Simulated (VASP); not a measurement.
# CdS (I-4m2) in VASP: a series of runs, part 2 of 2

VASP 6.6.1.

### 3 Single point, PBE (equal xx and yy strain of -1 %)

Input file INCAR:

```
PREC = Accurate ; ENCUT = 520
EDIFF = 1E-6 ; ISMEAR = -1
SIGMA = 0.02 ; LREAL = F
LASPH = T ; NELM = 100
ALGO = Normal ; ISIF = 2
LWAVE = F ; LCHARG = T
GGA = PE ; LELF = T
LVHAR = T ; NBANDS = 16
```

Input file KPOINTS:

```
Automatic mesh
0
Gamma
  7 7 7
```

Input file POSCAR:

```
CdS
1.0
    0.0000000000      2.9135239302      2.9429534649
    2.9135239302      0.0000000000      2.9429534649
    2.9135239302      2.9135239302      0.0000000000
Cd S
1 1
Direct
    0.0000000000      0.0000000000      0.0000000000
    0.7500000000      0.7500000000      0.7500000000
```

Potentials or basis: VASP PAW PBE potentials, release 64 (Cd, S).

Launch:

```
$ cat potpaw_PBE.64/Cd/POTCAR potpaw_PBE.64/S/POTCAR > POTCAR
$ mpirun -np 1 vasp_std > vasp.out
```

OUTCAR:

```text
PREC = Accurate
   ENCUT = 520
   EDIFF = 1E-6
   ISMEAR = -1
   LREAL = F
   LASPH = T
   NELM = 100
   ISIF = 2
   GGA = PE

 ion  position               nearest neighbor table
   1  0.000  0.000  0.000-   2 2.53   2 2.53   2 2.53   2 2.53
   2  0.750  0.750  0.750-   1 2.53   1 2.53   1 2.53   1 2.53

  LATTYP: Found a body centered tetragonal cell.
 ALAT       =     4.1203450564
 C/A-ratio  =     1.4284985479

  Lattice vectors:

 A1 = (  -2.9135239302,   0.0000000000,   2.9429534649)
 A2 = (   2.9135239302,   0.0000000000,   2.9429534649)
 A3 = (   0.0000000000,   2.9135239302,  -2.9429534649)

Analysis of symmetry for initial positions (statically):
=====================================================================
 Subroutine PRICEL returns:
 Original cell was already a primitive cell.

 Routine SETGRP: Setting up the symmetry group for a
 body centered tetragonal supercell.

 Subroutine GETGRP returns: Found  8 space group operations
 (whereof  8 operations were pure point group operations)
 out of a pool of 16 trial point group operations.

The static configuration has the point symmetry D_2d.

Analysis of symmetry for dynamics (positions and initial velocities):
=====================================================================
 Subroutine PRICEL returns:
 Original cell was already a primitive cell.

 Routine SETGRP: Setting up the symmetry group for a
 body centered tetragonal supercell.

 Subroutine GETGRP returns: Found  8 space group operations
 (whereof  8 operations were pure point group operations)
 out of a pool of 16 trial point group operations.

The dynamic configuration has the point symmetry D_2d.

 Subroutine INISYM returns: Found  8 space group operations
 (whereof  8 operations are pure point group operations),
 and found     1 'primitive' translations

----------------------------------------------------------------------------------------

                                     Primitive cell
[... 98 lines left out ...]
   ISYM   =      2    0-nonsym 1-usesym 2-fastsym
   POTIM  = 0.5000    time-step for ionic-motion
   TEBEG  =    0.0;   TEEND  =   0.0 temperature during run
   PSTRESS=    0.0 pullay stress
   NELECT =      18.0000    total number of electrons
   NUPDOWN=      -1.0000    fix difference up-down
   EMIN   =  10.00;   EMAX   =-10.00  energy-range for DOS
   EFERMI =   0.00;   METHOD = LEGACY
   ISMEAR =    -1;   SIGMA  =   0.02  broadening in eV -4-tet -1-fermi 0-gaus
   EFERMI_NEDOS =   21; number of points for ismear=-14 and -15
   IALGO  =     38    algorithm
   IMIX   =      4    mixing-type and parameters
     AMIX     =   0.40;   BMIX     =  1.00
     AMIX_MAG =   1.60;   BMIX_MAG =  1.00
  volume/ion in A,a.u.               =      24.98       168.58
  Fermi-wavevector in a.u.,A,eV,Ry     =   1.164883  2.201309 18.462444  1.356951
  Thomas-Fermi vector in A             =   2.301415
   LORBIT       =      0    0 simple, 1 ext, 2 COOP (PROOUT), +10 PAW based schemes
   GGA     = PE    functional components
[... 5 lines left out ...]
 non-spin polarized calculation
  energy-cutoff  :      520.00
  volume of cell :       49.96
 maximum number of plane-waves:      1363
   NGX = 15   NGY = 15   NGZ = 15

 number of electron      18.0000005 magnetization

 Free energy of the ion-electron system (eV)
  ---------------------------------------------------
  ext. energy  EPLUGINS =         0.00000000
  ---------------------------------------------------
  free energy    TOTEN  =        -6.12707570 eV

  energy without entropy =       -6.12707570  energy(sigma->0) =       -6.12707570

 E-fermi :   1.7234     XC(G=0):  -9.1168

 val. band max:        1.2651200809   @ k =   0.0000   0.0000   0.0000
 cond. band min:       2.3889345601   @ k =   0.0000   0.0000   0.0000
 fundamental gap:      1.1238144792
 Fermi energy:         1.7234200671

 k-point     1 :       0.0000    0.0000    0.0000
  band No.  band energies     occupation
      1     -11.0716      2.00000
      2      -6.4523      2.00000
      3      -6.4461      2.00000
      4      -6.4461      2.00000
      5      -5.9799      2.00000
      6      -5.9761      2.00000
[... 433 lines left out ...]
      3      -6.2401      2.00000
      4      -6.0237      2.00000
      5      -5.9502      2.00000
      6      -5.5406      2.00000
[... 8 lines left out ...]
     15      13.5160      0.00000
     16      14.6515      0.00000

 [... further k-points ...]
[... 5 lines left out ...]
  --------------------------------------------------------------------------------------
  -------------------------------------------------------------------------------------
  Total        0.8719081      0.8719081      0.8182032      0.0000000      0.0000000     -0.0000000
  in kB       27.9595853     27.9595853     26.2374225      0.0000000      0.0000000     -0.0000000
  external PRESSURE =      27.3855311 kB  Pullay stress =       0.0000000 kB

 VOLUME and BASIS-vectors are now :
 -----------------------------------------------------------------------------
  energy-cutoff  :      520.00
  volume of cell :       49.96
      direct lattice vectors                 reciprocal lattice vectors
     0.000000000  2.913523930  2.942953465    -0.171613487  0.171613487  0.169897352
     2.913523930  0.000000000  2.942953465     0.171613487 -0.171613487  0.169897352
     2.913523930  2.913523930  0.000000000     0.171613487  0.171613487 -0.169897352

 POSITION                                       TOTAL-FORCE (eV/Angst)
 -----------------------------------------------------------------------------------
      0.00000      0.00000      0.00000        -0.000000     -0.000000      0.000000
      4.37029      4.37029      4.41443         0.000000      0.000000      0.000000
 -----------------------------------------------------------------------------------
    total drift:                                0.000000      0.000000      0.000000

  FREE ENERGIE OF THE ION-ELECTRON SYSTEM (eV)
  ---------------------------------------------------
  free  energy   TOTEN  =        -6.1270756953 eV

  energy  without entropy=       -6.1270756953  energy(sigma->0) =       -6.12707570
```

Wall time 17 s (1 thread of Intel Xeon 6975P-C (Granite Rapids), shared host); peak memory 0.18 GiB.

What came out:

```
Free energy            : -6.1271 eV
Pressure               : 2.7 GPa
Band gap on the k mesh : 1.12 eV, direct
```

Stress tensor (GPa, compression positive):
```
2.80 0.00 0.00
0.00 2.80 0.00
0.00 0.00 2.62
```

Caveat: the cell differs from its parent crystal (equal xx and yy strain of -1 %).

### 4 Single point, PBE (equal xx and yy strain of +2 %)

Input file INCAR:

```
SYSTEM = CdS
PREC = Accurate
ENCUT = 520
EDIFF = 1E-6
ISMEAR = -1
SIGMA = 0.02
LREAL = .False.
LASPH = .True.
NELM = 60
ALGO = Normal
ISIF = 2
LWAVE = .False.
LCHARG = .True.
GGA = PE
LELF = .True.
LVHAR = .True.
NBANDS = 16
```

Input file KPOINTS:

```
regular mesh
0
Gamma
  7 7 7
  0 0 0
```

Input file POSCAR:

```
CdS
1.0
    0.0000000000      3.0018125342      2.9429534649
    3.0018125342      0.0000000000      2.9429534649
    3.0018125342      3.0018125342      0.0000000000
Cd S
1 1
Direct
    0.0000000000      0.0000000000      0.0000000000
    0.7500000000      0.7500000000      0.7500000000
```

Potentials or basis: VASP PAW PBE potentials, release 64 (Cd, S).

Launch:

```
$ cat potpaw_PBE.64/Cd/POTCAR potpaw_PBE.64/S/POTCAR > POTCAR
$ mpirun -np 1 vasp_std > vasp.out
```

OUTCAR:

```text
SYSTEM = CdS
   PREC = Accurate
   ENCUT = 520
   EDIFF = 1E-6
   ISMEAR = -1
   LREAL = .False.
   LASPH = .True.
   NELM = 60
   ISIF = 2
   GGA = PE

 ion  position               nearest neighbor table
   1  0.000  0.000  0.000-   2 2.58   2 2.58   2 2.58   2 2.58
   2  0.750  0.750  0.750-   1 2.58   1 2.58   1 2.58   1 2.58

  LATTYP: Found a body centered tetragonal cell.
 ALAT       =     4.2452039976
 C/A-ratio  =     1.3864838847

  Lattice vectors:

[... 639 lines left out ...]

 [... further k-points ...]

------------------------ aborting loop because EDIFF is reached ----------------------------------------

  FORCE on cell =-STRESS in cart. coord.  units (eV):
  Direction    XX          YY          ZZ          XY          YZ          ZX
  --------------------------------------------------------------------------------------
  -------------------------------------------------------------------------------------
  Total       -0.2801875     -0.2801875     -0.1514959      0.0000000      0.0000000      0.0000000
  in kB       -8.4640609     -8.4640609     -4.5764747      0.0000000      0.0000000      0.0000000
  external PRESSURE =      -7.1681989 kB  Pullay stress =       0.0000000 kB

 VOLUME and BASIS-vectors are now :
 -----------------------------------------------------------------------------
  energy-cutoff  :      520.00
  volume of cell :       53.04
      direct lattice vectors                 reciprocal lattice vectors
     0.000000000  3.001812534  2.942953465    -0.166566031  0.166566031  0.169897352
     3.001812534  0.000000000  2.942953465     0.166566031 -0.166566031  0.169897352
     3.001812534  3.001812534  0.000000000     0.166566031  0.166566031 -0.169897352

 POSITION                                       TOTAL-FORCE (eV/Angst)
 -----------------------------------------------------------------------------------
      0.00000      0.00000      0.00000        -0.000000     -0.000000      0.000000
      4.50272      4.50272      4.41443         0.000000      0.000000      0.000000
 -----------------------------------------------------------------------------------
    total drift:                                0.000001      0.000001      0.000000

  FREE ENERGIE OF THE ION-ELECTRON SYSTEM (eV)
  ---------------------------------------------------
  free  energy   TOTEN  =        -6.1446429014 eV

  energy  without entropy=       -6.1446429014  energy(sigma->0) =       -6.14464290
```

stdout:

```text
POSCAR found type information on POSCAR CdS
 POSCAR found :  2 types and       2 ions
 scaLAPACK will be used
 LDA part: xc-table for (Slater+PW92), standard interpolation
 POSCAR, INCAR and KPOINTS ok, starting setup
 FFT: planning ... GRIDC
 FFT: planning ... GRID_SOFT
 FFT: planning ... GRID
 WAVECAR not read
 entering main loop
```

Wall time 15 s (1 thread of Intel Xeon 6975P-C (Granite Rapids), shared host); peak memory 0.19 GiB.

Results:

* Free energy: -6.1446 eV
* Pressure: -0.7 GPa
* Band gap on the k mesh: 0.96 eV, direct

Stress tensor (GPa, compression positive):
```
-0.85  0.00  0.00
 0.00 -0.85  0.00
 0.00  0.00 -0.46
```

Caveat: the cell differs from its parent crystal (equal xx and yy strain of +2 %).

### 5 The runs side by side

| cell | gap on the mesh (eV) | pressure (GPa) |
| --- | --- | --- |
| a = 4.100, b = 4.100, c = 4.037 Å, angles 60.5, 60.5, 59.0°, 2 atoms | 1.19 | 5.6 |
| a = 4.141, b = 4.141, c = 4.120 Å, angles 60.2, 60.2, 59.7°, 2 atoms | 1.12 | 2.7 |
| a = 4.204, b = 4.204, c = 4.245 Å, angles 59.7, 59.7, 60.7°, 2 atoms | 0.96 | -0.7 |

Alike in all rows: task single point; level PBE; potentials or basis VASP PAW PBE potentials, release 64 (Cd, S); no spin polarisation; k mesh 7 × 7 × 7; cutoff (eV) 520; smearing fermi-dirac 0.02 eV.

Absolute energies hang on the potentials; compare differences alone.
